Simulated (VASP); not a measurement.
The system is BN, a slab with vacuum.

```
B N
1.0
     2.50877    0.00000    0.00000
    -1.25438    2.17266    0.00000
     0.00000    0.00000   26.00000
B N
1 1
Direct
  0.66667 0.33333 0.50000
  0.33333 0.66667 0.50000
```

Base run:

* Program: VASP 6.6.1
* Functional: PBE
* Dispersion: D3(BJ)
* Potentials or basis: VASP PAW PBE potentials, release 64 (B, N)
* Cutoff: 520 eV
* k mesh: 12 × 12 × 1
* Occupations: gaussian, width 0.02 eV
* Spin: no spin polarisation

Its results: band gap on the k mesh 4.67 eV.

Task: The run is repeated on the same cell with these changes: functional from PBE to r2SCAN; dispersion from D3(BJ) to none. What comes out?

Result: Band gap on the k mesh 5.28 eV (least direct gap 5.41 eV).

Several settings changed at once.

A k mesh can miss the band edges.
